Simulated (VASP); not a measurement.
# HfPdSe4 (P-3m1) in VASP: relaxation of cell and atoms with PBE

Aim: the relaxation of cell and atoms of HfPdSe4 with PBE.

All numbers are computed with VASP 6.6.1; they aren't measurements. Logs are shortened: lines on timing, memory, paths and dates and some standing lists are left out, and cuts for length are marked.

## (1) The cell of the first run

Symmetry: P-3m1, No. 164, trigonal system. Conventional cell: a = 3.755 Å, b = 3.755 Å, c = 13.430 Å, α = 90.00°, β = 90.00°, γ = 120.00°. Within 3.5 Å of Hf (site symmetry -3m) lie 6 Se at 2.68 Å. Pd (site symmetry -3m) has 6 Se at 2.53 Å within 3.3 Å. Se (site symmetry 3m) has 3 Hf at 2.68 Å within 3.5 Å. Within 3.4 Å of Se (site symmetry 3m) lie 3 Pd at 2.53 Å and 3 Se at 3.38 Å.

The cell was generated, and may not be a known phase.

## (2) Relaxation of cell and atoms, PBE

INCAR reads:

```
  ALGO = Normal
  EDIFF = 1E-6
  EDIFFG = -0.01
  ENCUT = 600
  GGA = PE
  IBRION = 2
  ISIF = 3
  ISMEAR = 0
  LASPH = True
  LCHARG = False
  LREAL = False
  LWAVE = False
  NELM = 100
  NSW = 100
  PREC = Accurate
  SIGMA = 0.02
```

KPOINTS reads:

```
k-points
0
Gamma
  12 12 4
```

POSCAR reads:

```
HfPdSe4
1.0
    3.7552774000      0.0000000000      0.0000000000
   -1.8776387000      3.2521656000      0.0000000000
    0.0000000000      0.0000000000     13.4302469000
Hf Pd Se
1 1 4
Direct
    0.0000000000      0.0000000000      0.0000000000
    0.0000000000      0.0000000000      0.5000000000
    0.6666667000      0.3333333000      0.8821190000
    0.6666667000      0.3333333000      0.4032910000
    0.3333333000      0.6666667000      0.5967090000
    0.3333333000      0.6666667000      0.1178810000
```

Potentials or basis: VASP PAW PBE potentials, release 64 (Hf_pv, Pd, Se).

On the command line:

```
> cat potpaw_PBE.64/Hf_pv/POTCAR potpaw_PBE.64/Pd/POTCAR potpaw_PBE.64/Se/POTCAR > POTCAR
> mpirun -np 1 vasp_std > vasp.out
```

OUTCAR:

```text
EDIFF = 1E-6
   EDIFFG = -0.01
   ENCUT = 600
   GGA = PE
   IBRION = 2
   ISIF = 3
   ISMEAR = 0
   LASPH = True
   LREAL = False
   NELM = 100
   NSW = 100
   PREC = Accurate

 ion  position               nearest neighbor table
   1  0.000  0.000  0.000-   3 2.68   6 2.68   6 2.68   3 2.68   3 2.68   6 2.68
   2  0.000  0.000  0.500-   4 2.53   5 2.53   5 2.53   4 2.53   4 2.53   5 2.53
   3  0.667  0.333  0.882-   1 2.68   1 2.68   1 2.68
   4  0.667  0.333  0.403-   2 2.53   2 2.53   2 2.53
   5  0.333  0.667  0.597-   2 2.53   2 2.53   2 2.53
   6  0.333  0.667  0.118-   1 2.68   1 2.68   1 2.68

  LATTYP: Found a hexagonal cell.
 ALAT       =     3.7552774000
 C/A-ratio  =     3.5763661294

  Lattice vectors:

 A1 = (   3.7552774000,   0.0000000000,   0.0000000000)
 A2 = (  -1.8776387000,   3.2521656000,   0.0000000000)
 A3 = (   0.0000000000,   0.0000000000,  13.4302469000)

Analysis of symmetry for initial positions (statically):
=====================================================================
 Subroutine PRICEL returns:
 Original cell was already a primitive cell.

 Routine SETGRP: Setting up the symmetry group for a
 hexagonal supercell.

 Subroutine GETGRP returns: Found 12 space group operations
 (whereof 12 operations were pure point group operations)
 out of a pool of 24 trial point group operations.

The static configuration has the point symmetry D_3d.

Analysis of symmetry for dynamics (positions and initial velocities):
=====================================================================
 Subroutine PRICEL returns:
 Original cell was already a primitive cell.

 Routine SETGRP: Setting up the symmetry group for a
 hexagonal supercell.

 Subroutine GETGRP returns: Found 12 space group operations
 (whereof 12 operations were pure point group operations)
 out of a pool of 24 trial point group operations.

The dynamic configuration has the point symmetry D_3d.

 Subroutine INISYM returns: Found 12 space group operations
 (whereof 12 operations are pure point group operations),
 and found     1 'primitive' translations

----------------------------------------------------------------------------------------

                                     Primitive cell

  volume of cell :     164.0207

  direct lattice vectors                    reciprocal lattice vectors
     3.755277400  0.000000000  0.000000000     0.266291912  0.153743708  0.000000000
    -1.877638700  3.252165600  0.000000000     0.000000000  0.307487417  0.000000000
     0.000000000  0.000000000 13.430246900     0.000000000  0.000000000  0.074458795

  length of vectors
     3.755277400  3.755277377 13.430246900     0.307487415  0.307487417  0.074458795

  position of ions in fractional coordinates (direct lattice)
     0.000000000  0.000000000  0.000000000
     0.000000000  0.000000000  0.500000000
     0.666666700  0.333333300  0.882119000
     0.666666700  0.333333300  0.403291000
     0.333333300  0.666666700  0.596709000
     0.333333300  0.666666700  0.117881000

  ion indices of the primitive-cell ions
   primitive index   ion index
                 1           1
                 2           2
                 3           3
                 4           4
                 5           5
                 6           6

----------------------------------------------------------------------------------------

 KPOINTS: k-points

Automatic generation of k-mesh.
 Grid dimensions read from file:
 generate k-points for:   12   12    4

 Generating k-lattice:

  Cartesian coordinates                     Fractional coordinates (reciprocal lattice)
     0.022190993  0.012811976  0.000000000     0.083333333  0.000000000  0.000000000
     0.000000000  0.025623951  0.000000000     0.000000000  0.083333333  0.000000000
     0.000000000  0.000000000  0.018614699     0.000000000  0.000000000  0.250000000

  Length of vectors
     0.025623951  0.025623951  0.018614699

  Shift w.r.t. Gamma in fractional coordinates (k-lattice)
     0.000000000  0.000000000  0.000000000

 Subroutine IBZKPT returns following result:
 ===========================================

 Found     69 irreducible k-points:

 Following reciprocal coordinates:
            Coordinates               Weight
  0.000000  0.000000  0.000000      1.000000
  0.083333  0.000000  0.000000      6.000000
  0.166667  0.000000  0.000000      6.000000
  0.250000  0.000000  0.000000      6.000000
  0.333333 -0.000000  0.000000      6.000000
  0.416667  0.000000  0.000000      6.000000
[... 16 lines left out ...]
  0.166667  0.000000  0.250000      6.000000
  0.000000  0.166667  0.250000      6.000000
 [... further k-points ...]
   k-points           NKPTS =     69   k-points in BZ     NKDIM =     69   number of bands    NBANDS=     26
   number of dos      NEDOS =    301   number of ions     NIONS =      6
   total plane-waves  NPLWV =  97200
   dimension x,y,z NGX =    30 NGY =   30 NGZ =  108
   dimension x,y,z NGXF=    60 NGYF=   60 NGZF=  216
   ions per type =               1   1   4
   NGX,Y,Z   is equivalent  to a cutoff of  13.28, 13.28, 13.37 a.u.
   NGXF,Y,Z  is equivalent  to a cutoff of  26.56, 26.56, 26.74 a.u.
 SYSTEM =  unknown system
   PREC   = accura    normal or accurate (medium, high low for compatibility)
   ISTART =      0    job   : 0-new  1-cont  2-samecut
   ICHARG =      2    charge: 1-file 2-atom 10-const
   ISPIN  =      1    spin polarized calculation?
   LNONCOLLINEAR =      F non collinear calculations
   LSORBIT =      F    spin-orbit coupling
   LASPH  =      T    aspherical Exc in radial PAW
   ENCUT  =  600.0 eV  44.10 Ry    6.64 a.u.   7.50  7.50 26.82*2*pi/ulx,y,z
   NELM   =    100;   NELMIN=  2; NELMDL= -5     # of ELM steps
   EDIFF  = 0.1E-05   stopping-criterion for ELM
   LREAL  =      F    real-space projection
   EDIFFG = -.1E-01   stopping-criterion for IOM
   NSW    =    100    number of steps for IOM
   IBRION =      2    ionic relax: 0-MD 1-quasi-New 2-CG
   NFREE  =      1    steps in history (QN), initial steepest desc. (CG)
   ISIF   =      3    stress and relaxation
   ISYM   =      2    0-nonsym 1-usesym 2-fastsym
   POTIM  = 0.5000    time-step for ionic-motion
   TEBEG  =    0.0;   TEEND  =   0.0 temperature during run
   PSTRESS=    0.0 pullay stress
   NELECT =      44.0000    total number of electrons
   NUPDOWN=      -1.0000    fix difference up-down
   EMIN   =  10.00;   EMAX   =-10.00  energy-range for DOS
   EFERMI =   0.00;   METHOD = LEGACY
   ISMEAR =     0;   SIGMA  =   0.02  broadening in eV -4-tet -1-fermi 0-gaus
   EFERMI_NEDOS =   21; number of points for ismear=-14 and -15
   IALGO  =     38    algorithm
   IMIX   =      4    mixing-type and parameters
     AMIX     =   0.40;   BMIX     =  1.00
     AMIX_MAG =   1.60;   BMIX_MAG =  1.00
  volume/ion in A,a.u.               =      27.34       184.48
  Fermi-wavevector in a.u.,A,eV,Ry     =   1.055827  1.995224 15.167380  1.114771
  Thomas-Fermi vector in A             =   2.191040
   LORBIT       =      0    0 simple, 1 ext, 2 COOP (PROOUT), +10 PAW based schemes
   GGA     = PE    functional components
   LHFCALC =     F    Hartree Fock is set to
   AEXX    =    0.0000 exact exchange contribution
   IVDW    =     0    specifies the selected vdW correction
   LEPSILON=     F    determine dielectric tensor
   LRPA    =     F    only Hartree local field effects (RPA)
 conjugate gradient relaxation of ions
 non-spin polarized calculation
 Gauss-broadening in eV      SIGMA  =   0.02
  energy-cutoff  :      600.00
  volume of cell :      164.02
 maximum number of plane-waves:      5512
 NGX is ok and might be reduce to    30
   NGX = 15   NGY = 15   NGZ = 53

--------------------------------------- Ionic step        1  -------------------------------------------

 number of electron      43.9999998 magnetization

 Free energy of the ion-electron system (eV)
  ---------------------------------------------------
  ext. energy  EPLUGINS =         0.00000000
  ---------------------------------------------------
  free energy    TOTEN  =       -33.97222756 eV

  energy without entropy =      -33.97222756  energy(sigma->0) =      -33.97222756

------------------------ aborting loop because EDIFF is reached ----------------------------------------

  FORCE on cell =-STRESS in cart. coord.  units (eV):
  Direction    XX          YY          ZZ          XY          YZ          ZX
  --------------------------------------------------------------------------------------
  -------------------------------------------------------------------------------------
  Total       -0.1439462     -0.1439462     -0.1315905      0.0000000      0.0000000      0.0000000
  in kB       -1.4060868     -1.4060868     -1.2853949      0.0000000      0.0000000      0.0000000
  external PRESSURE =      -1.3658562 kB  Pullay stress =       0.0000000 kB
[... 225 lines left out ...]
  energy  without entropy=      -33.9723788418  energy(sigma->0) =      -33.97237884

--------------------------------------- Ionic step        7  -------------------------------------------

 number of electron      43.9999997 magnetization

 Free energy of the ion-electron system (eV)
  ---------------------------------------------------
  ext. energy  EPLUGINS =         0.00000000
  ---------------------------------------------------
  free energy    TOTEN  =       -33.97240296 eV

  energy without entropy =      -33.97240296  energy(sigma->0) =      -33.97240296

 E-fermi :   2.6295     XC(G=0):  -8.8937

 val. band max:        2.4510691942   @ k =   0.0000   0.0000   0.0000
 cond. band min:       3.0161823684   @ k =   0.5000   0.0000   0.0000
 fundamental gap:      0.5651131742
 Fermi energy:         2.6294572199

 k-point     1 :       0.0000    0.0000    0.0000
  band No.  band energies     occupation
      1     -28.8329      2.00000
      2     -28.7697      2.00000
      3     -28.7697      2.00000
      4     -11.2676      2.00000
      5     -10.8423      2.00000
      6      -9.8253      2.00000
[... 685 lines left out ...]
     25       4.3691      0.00000
     26       4.6872      0.00000

 [... further k-points ...]

------------------------ aborting loop because EDIFF is reached ----------------------------------------

  FORCE on cell =-STRESS in cart. coord.  units (eV):
  Direction    XX          YY          ZZ          XY          YZ          ZX
  --------------------------------------------------------------------------------------
  -------------------------------------------------------------------------------------
  Total        0.0010988      0.0010988      0.0123954      0.0000000      0.0000000     -0.0000000
  in kB        0.0107507      0.0107507      0.1212770      0.0000000      0.0000000     -0.0000000
  external PRESSURE =       0.0475928 kB  Pullay stress =       0.0000000 kB
[... 21 lines left out ...]
  FREE ENERGIE OF THE ION-ELECTRON SYSTEM (eV)
  ---------------------------------------------------
  free  energy   TOTEN  =       -33.9724029626 eV

  energy  without entropy=      -33.9724029626  energy(sigma->0) =      -33.97240296

 reached required accuracy - stopping structural energy minimisation
```

Wall time 22 min (1 thread of Oxide Virtual Turin-like, shared host); peak memory 0.56 GiB.

What came out:

```
Free energy                           : -33.9724 eV
Relaxed volume                        : 27.29 Å³/atom
Relaxed cell                          : a = 3.753 Å, b = 3.753 Å, c = 13.424 Å, α = 90.00°, β = 90.00°, γ = 120.00°
Space group after relaxing (to 0.1 Å) : P-3m1 (No. 164)
Energy gained by relaxing             : 0.0 meV/atom
Ionic steps                           : 7
Pressure after relaxing               : 0.0 GPa
Largest force after relaxing          : 0.010 eV/Å
Band gap on the k mesh                : 0.57 eV (least direct gap 0.96 eV)
```

Forces in eV/Å, atoms in the order of the input:
```
Hf   0.000  0.000  0.000
Pd   0.000  0.000  0.000
Se   0.000  0.000  0.005
Se   0.000  0.000 -0.010
Se   0.000  0.000  0.010
Se   0.000  0.000 -0.005
```

The path:
| step | energy change (eV) | largest force (eV/Å) | pressure (GPa) | volume (Å³) |
| --- | --- | --- | --- | --- |
| 1 | 0.0000 | 0.0355 | -0.14 | 164.02 |
| 2 | 0.0000 | 0.0349 | 0.15 | 163.47 |
| 3 | -0.0002 | 0.0166 | 0.03 | 163.74 |
| 4 | -0.0001 | 0.0144 | -0.01 | 163.78 |
| 5 | -0.0002 | 0.0152 | -0.02 | 163.76 |
| 6 | -0.0002 | 0.0159 | 0.01 | 163.75 |
| 7 | -0.0002 | 0.0097 | 0.00 | 163.75 |

Final structure:
```
Hf Pd Se
1.0
     3.75314    0.00000    0.00000
    -1.87657    3.25031    0.00000
     0.00000    0.00000   13.42373
Hf Pd Se
1 1 4
Direct
  0.00000 0.00000 0.00000
  0.00000 0.00000 0.50000
  0.66667 0.33333 0.88222
  0.66667 0.33333 0.40324
  0.33333 0.66667 0.59676
  0.33333 0.66667 0.11778
```

Levels at points of the mesh, in eV from the valence-band top:
| k point | band 19 | band 20 | band 21 | band 22 | band 23 | band 24 | band 25 | band 26 |
| --- | --- | --- | --- | --- | --- | --- | --- | --- |
| (0.00, 0.00, 0.00) | -0.04 | -0.04 | 0.00 | 0.00 | 1.48 | 1.48 | 1.88 | 2.13 |
| (0.50, 0.00, 0.00) | -1.82 | -1.81 | -1.25 | -1.17 | 0.57 | 1.51 | 1.94 | 3.25 |
| (0.00, 0.00, 0.50) | -0.03 | -0.03 | -0.01 | -0.01 | 1.48 | 1.48 | 1.92 | 2.13 |
| (0.50, 0.00, 0.50) | -1.81 | -1.65 | -1.39 | -1.18 | 0.58 | 1.53 | 1.94 | 3.25 |

Caveat: spin-orbit coupling is left out, which moves the levels of the heavy elements; this functional lacks dispersion, which binds layers or chains, so the pressure and a relaxed spacing across them are unreliable. A k mesh can miss the band edges.
